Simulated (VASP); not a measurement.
# Ge in VASP: single point with LDA

Aim: the single point of Ge with LDA.

Program: VASP 6.6.1. These are calculated values, not measurements. Logs are shortened: lines on timing, memory, paths and dates and some standing lists are left out, and cuts for length are marked.

### 1 The cell of the first run

The cell holds a slab with vacuum, 6 atoms: a = 3.975 Å, b = 3.975 Å, c = 23.027 Å, α = 90.00°, β = 90.00°, γ = 90.00°.

### 2 Single point, LDA

INCAR

```
PREC = Accurate
ENCUT = 520
EDIFF = 1E-6
ISMEAR = -1
SIGMA = 0.02
LREAL = F
LASPH = T
NELM = 80
ALGO = Normal
ISIF = 2
LWAVE = F
LCHARG = F
LDIPOL = T
IDIPOL = 3
DIPOL = 0.5 0.5 0.500
NBANDS = 51
```

KPOINTS

```
regular mesh
0
Gamma
  7 7 1
```

POSCAR

```
Ge
1.0
    3.9751430010      0.0000000000      0.0000000000
    0.0000000000      3.9751430010      0.0000000000
    0.0000000000      0.0000000000     23.0271000000
Ge
6
Direct
    0.7500000000      0.0000000000      0.3465926570
    0.2500000000      0.0000000000      0.4076026683
    0.2500000000      0.5000000000      0.4697601063
    0.7500000000      0.5000000000      0.5302398936
    0.7500000000      0.0000000000      0.5923973323
    0.2500000000      0.0000000000      0.6534073426
```

Potentials or basis: VASP PAW LDA potentials, release 64 (Ge_d).

On the command line:

```sh
cat potpaw_LDA.64/Ge_d/POTCAR > POTCAR
mpirun -np 1 vasp_std > vasp.out
```

OUTCAR:

```text
PREC = Accurate
   ENCUT = 520
   EDIFF = 1E-6
   ISMEAR = -1
   LREAL = F
   LASPH = T
   NELM = 80
   ISIF = 2

 ion  position               nearest neighbor table
   1  0.750  0.000  0.347-   2 2.43   2 2.43
   2  0.250  0.000  0.408-   1 2.43   1 2.43   3 2.45   3 2.45
   3  0.250  0.500  0.470-   4 2.43   4 2.43   2 2.45   2 2.45
   4  0.750  0.500  0.530-   3 2.43   3 2.43   5 2.45   5 2.45
   5  0.750  0.000  0.592-   6 2.43   6 2.43   4 2.45   4 2.45
   6  0.250  0.000  0.653-   5 2.43   5 2.43

  LATTYP: Found a simple tetragonal cell.
 ALAT       =     3.9751430010
 C/A-ratio  =     5.7927727365

  Lattice vectors:

 A1 = (   3.9751430010,   0.0000000000,   0.0000000000)
 A2 = (   0.0000000000,   3.9751430010,   0.0000000000)
 A3 = (   0.0000000000,   0.0000000000,  23.0271000000)

Analysis of symmetry for initial positions (statically):
=====================================================================
 Subroutine PRICEL returns:
 Original cell was already a primitive cell.

 Routine SETGRP: Setting up the symmetry group for a
 simple tetragonal supercell.

 Subroutine GETGRP returns: Found  8 space group operations
 (whereof  4 operations were pure point group operations)
 out of a pool of 16 trial point group operations.

The static configuration has the point symmetry C_2h.
 The point group associated with its full space group is D_2h.

Analysis of symmetry for dynamics (positions and initial velocities):
=====================================================================
 Subroutine PRICEL returns:
 Original cell was already a primitive cell.

 Routine SETGRP: Setting up the symmetry group for a
 simple tetragonal supercell.

 Subroutine GETGRP returns: Found  8 space group operations
 (whereof  4 operations were pure point group operations)
 out of a pool of 16 trial point group operations.

The dynamic configuration has the point symmetry C_2h.
 The point group associated with its full space group is D_2h.

 Subroutine INISYM returns: Found  8 space group operations
 (whereof  4 operations are pure point group operations),
 and found     1 'primitive' translations

----------------------------------------------------------------------------------------

                                     Primitive cell

  volume of cell :     363.8688

  direct lattice vectors                    reciprocal lattice vectors
     3.975143001  0.000000000  0.000000000     0.251563277  0.000000000  0.000000000
     0.000000000  3.975143001  0.000000000     0.000000000  0.251563277  0.000000000
     0.000000000  0.000000000 23.027100000     0.000000000  0.000000000  0.043427092

  length of vectors
     3.975143001  3.975143001 23.027100000     0.251563277  0.251563277  0.043427092

  position of ions in fractional coordinates (direct lattice)
     0.750000000  0.000000000  0.346592657
     0.250000000  0.000000000  0.407602668
     0.250000000  0.500000000  0.469760106
     0.750000000  0.500000000  0.530239894
     0.750000000  0.000000000  0.592397332
     0.250000000  0.000000000  0.653407343

  ion indices of the primitive-cell ions
   primitive index   ion index
                 1           1
                 2           2
                 3           3
                 4           4
                 5           5
                 6           6

----------------------------------------------------------------------------------------

 KPOINTS: regular mesh

Automatic generation of k-mesh.
 Grid dimensions read from file:
 generate k-points for:    7    7    1

 Generating k-lattice:

  Cartesian coordinates                     Fractional coordinates (reciprocal lattice)
     0.035937611  0.000000000  0.000000000     0.142857143  0.000000000  0.000000000
     0.000000000  0.035937611  0.000000000     0.000000000  0.142857143  0.000000000
     0.000000000  0.000000000  0.043427092     0.000000000  0.000000000  1.000000000

  Length of vectors
     0.035937611  0.035937611  0.043427092

  Shift w.r.t. Gamma in fractional coordinates (k-lattice)
     0.000000000  0.000000000  0.000000000

 Subroutine IBZKPT returns following result:
 ===========================================

 Found     16 irreducible k-points:

 Following reciprocal coordinates:
            Coordinates               Weight
  0.000000  0.000000  0.000000      1.000000
  0.142857  0.000000  0.000000      2.000000
  0.000000  0.142857  0.000000      2.000000
  0.285714  0.000000  0.000000      2.000000
  0.000000  0.285714  0.000000      2.000000
  0.428571  0.000000  0.000000      2.000000
[... 8 lines left out ...]
 -0.285714  0.428571  0.000000      4.000000
  0.428571  0.428571  0.000000      4.000000
   k-points           NKPTS =     16   k-points in BZ     NKDIM =     16   number of bands    NBANDS=     51
   number of dos      NEDOS =    301   number of ions     NIONS =      6
   total plane-waves  NPLWV = 162000
   dimension x,y,z NGX =    30 NGY =   30 NGZ =  180
   dimension x,y,z NGXF=    60 NGYF=   60 NGZF=  360
   ions per type =               6
   NGX,Y,Z   is equivalent  to a cutoff of  12.55, 12.55, 13.00 a.u.
   NGXF,Y,Z  is equivalent  to a cutoff of  25.09, 25.09, 25.99 a.u.
 SYSTEM =  unknown system
   PREC   = accura    normal or accurate (medium, high low for compatibility)
   ISTART =      0    job   : 0-new  1-cont  2-samecut
   ICHARG =      2    charge: 1-file 2-atom 10-const
   ISPIN  =      1    spin polarized calculation?
   LNONCOLLINEAR =      F non collinear calculations
   LSORBIT =      F    spin-orbit coupling
   LASPH  =      T    aspherical Exc in radial PAW
   ENCUT  =  520.0 eV  38.22 Ry    6.18 a.u.   7.39  7.39 42.82*2*pi/ulx,y,z
   NELM   =     80;   NELMIN=  2; NELMDL= -5     # of ELM steps
   EDIFF  = 0.1E-05   stopping-criterion for ELM
   LREAL  =      F    real-space projection
   EDIFFG = 0.1E-04   stopping-criterion for IOM
   NSW    =      0    number of steps for IOM
   IBRION =     -1    ionic relax: 0-MD 1-quasi-New 2-CG
   NFREE  =      0    steps in history (QN), initial steepest desc. (CG)
   ISIF   =      2    stress and relaxation
   ISYM   =      2    0-nonsym 1-usesym 2-fastsym
   POTIM  = 0.5000    time-step for ionic-motion
   TEBEG  =    0.0;   TEEND  =   0.0 temperature during run
   PSTRESS=    0.0 pullay stress
   NELECT =      84.0000    total number of electrons
   NUPDOWN=      -1.0000    fix difference up-down
   EMIN   =  10.00;   EMAX   =-10.00  energy-range for DOS
   EFERMI =   0.00;   METHOD = LEGACY
   ISMEAR =    -1;   SIGMA  =   0.02  broadening in eV -4-tet -1-fermi 0-gaus
   EFERMI_NEDOS =   21; number of points for ismear=-14 and -15
   IALGO  =     38    algorithm
   IMIX   =      4    mixing-type and parameters
     AMIX     =   0.40;   BMIX     =  1.00
     AMIX_MAG =   1.60;   BMIX_MAG =  1.00
  volume/ion in A,a.u.               =      60.64       409.25
  Fermi-wavevector in a.u.,A,eV,Ry     =   1.004276  1.897806 13.722427  1.008570
  Thomas-Fermi vector in A             =   2.136881
   LORBIT       =      0    0 simple, 1 ext, 2 COOP (PROOUT), +10 PAW based schemes
   GGA     = CA    functional components
   LHFCALC =     F    Hartree Fock is set to
   AEXX    =    0.0000 exact exchange contribution
   IVDW    =     0    specifies the selected vdW correction
   LEPSILON=     F    determine dielectric tensor
   LRPA    =     F    only Hartree local field effects (RPA)
 non-spin polarized calculation
  energy-cutoff  :      520.00
  volume of cell :      363.87
 maximum number of plane-waves:      9909
 NGX is ok and might be reduce to    30
   NGX = 15   NGY = 15   NGZ = 85

 number of electron      83.9999991 magnetization

 dipolmoment           0.000000      0.000000     -0.000000 electrons x Angstroem

 Free energy of the ion-electron system (eV)
  ---------------------------------------------------
  ext. energy  EPLUGINS =         0.00000000
  ---------------------------------------------------
  free energy    TOTEN  =       -27.82718766 eV

  energy without entropy =      -27.82090843  energy(sigma->0) =      -27.82404805

 E-fermi :  -1.6425     XC(G=0):  -4.6161

 val. band max:       -1.6502753936   @ k =   0.2857   0.1429   0.0000
 cond. band min:      -1.5922475734   @ k =   0.1429   0.1429   0.0000
 fundamental gap:      0.0580278202
 Fermi energy:        -1.6425285316

 k-point     1 :       0.0000    0.0000    0.0000
  band No.  band energies     occupation
      1     -26.2520      2.00000
      2     -26.1915      2.00000
      3     -26.1856      2.00000
      4     -26.1730      2.00000
      5     -26.1591      2.00000
      6     -26.1282      2.00000
[... 43 lines left out ...]
     50       2.4441      0.00000
     51       3.1433      0.00000

 k-point     2 :       0.1429    0.0000    0.0000
  band No.  band energies     occupation
      1     -26.2558      2.00000
      2     -26.1920      2.00000
      3     -26.1879      2.00000
      4     -26.1685      2.00000
      5     -26.1585      2.00000
      6     -26.1155      2.00000
[... 43 lines left out ...]
     50       2.4955      0.00000
     51       3.1271      0.00000

 k-point     3 :       0.0000    0.1429    0.0000
  band No.  band energies     occupation
      1     -26.2526      2.00000
      2     -26.2029      2.00000
      3     -26.1737      2.00000
      4     -26.1725      2.00000
      5     -26.1544      2.00000
      6     -26.1288      2.00000
[... 43 lines left out ...]
     50       2.5493      0.00000
     51       3.2195      0.00000
[... 595 lines left out ...]
 k-point    15 :      -0.2857    0.4286    0.0000
  band No.  band energies     occupation
      1     -26.2587      2.00000
      2     -26.2147      2.00000
      3     -26.1750      2.00000
      4     -26.1659      2.00000
      5     -26.1176      2.00000
      6     -26.0910      2.00000
[... 43 lines left out ...]
     50       3.7126      0.00000
     51       4.0263      0.00000

 k-point    16 :       0.4286    0.4286    0.0000
  band No.  band energies     occupation
      1     -26.2471      2.00000
      2     -26.2291      2.00000
      3     -26.1764      2.00000
      4     -26.1738      2.00000
      5     -26.1029      2.00000
      6     -26.0872      2.00000
[... 43 lines left out ...]
     50       3.5837      0.00000
     51       4.3196      0.00000

------------------------ aborting loop because EDIFF is reached ----------------------------------------

 vacuum level on the upper side and lower side of the slab       (xc-potential included)        -0.102        -0.102

  FORCE on cell =-STRESS in cart. coord.  units (eV):
  Direction    XX          YY          ZZ          XY          YZ          ZX
  --------------------------------------------------------------------------------------
  -------------------------------------------------------------------------------------
  Total        0.2221590     -2.7865381      0.1052648      0.0000000      0.0000000     -0.0000000
  in kB        0.9782045    -12.2696113      0.4634990      0.0000000      0.0000000     -0.0000000
  external PRESSURE =      -3.6093026 kB  Pullay stress =       0.0000000 kB

 VOLUME and BASIS-vectors are now :
 -----------------------------------------------------------------------------
  energy-cutoff  :      520.00
  volume of cell :      363.87
      direct lattice vectors                 reciprocal lattice vectors
     3.975143001  0.000000000  0.000000000     0.251563277  0.000000000  0.000000000
     0.000000000  3.975143001  0.000000000     0.000000000  0.251563277  0.000000000
     0.000000000  0.000000000 23.027100000     0.000000000  0.000000000  0.043427092

 POSITION                                       TOTAL-FORCE (eV/Angst)
 -----------------------------------------------------------------------------------
      2.98136      0.00000      7.98102        -0.000000      0.000000     -0.022942
      0.99379      0.00000      9.38591        -0.000000      0.000000      0.003580
      0.99379      1.98757     10.81721        -0.000000      0.000000     -0.000415
      2.98136      1.98757     12.20989        -0.000000      0.000000      0.000415
      2.98136      0.00000     13.64119        -0.000000     -0.000000     -0.003580
      0.99379      0.00000     15.04608         0.000000      0.000000      0.022942
 -----------------------------------------------------------------------------------
    total drift:                                0.000000      0.000000     -0.000004

  FREE ENERGIE OF THE ION-ELECTRON SYSTEM (eV)
  ---------------------------------------------------
  free  energy   TOTEN  =       -27.8271876615 eV

  energy  without entropy=      -27.8209084345  energy(sigma->0) =      -27.82404805

 vacuum level on the upper side and lower side of the slab         3.416         3.416
```

Run time: 6.2 min. Hardware: 1 thread of Intel Xeon Platinum 8488C (Sapphire Rapids), shared host; peak memory 0.42 GiB.

Results:

```yaml
Free_energy: -27.8272 eV
Largest_force: 0.023 eV/Å
Band_gap_on_the_k_mesh: zero (band 42 reaches -1.05 eV, above the bottom of band 43 at -2.20 eV)
```

Forces on the atoms (eV/Å):
```
Ge   0.000  0.000 -0.023
Ge   0.000  0.000  0.004
Ge   0.000  0.000  0.000
Ge   0.000  0.000  0.000
Ge   0.000  0.000 -0.004
Ge   0.000  0.000  0.023
```

Levels at points of the mesh, in eV from the Fermi level:
| k point | band 38 | band 39 | band 40 | band 41 | band 42 | band 43 | band 44 | band 45 | band 46 | band 47 |
| --- | --- | --- | --- | --- | --- | --- | --- | --- | --- | --- |
| (0.00, 0.00, 0.00) | -1.78 | -1.17 | -0.94 | -0.05 | 0.60 | 1.33 | 1.50 | 1.69 | 2.24 | 2.44 |
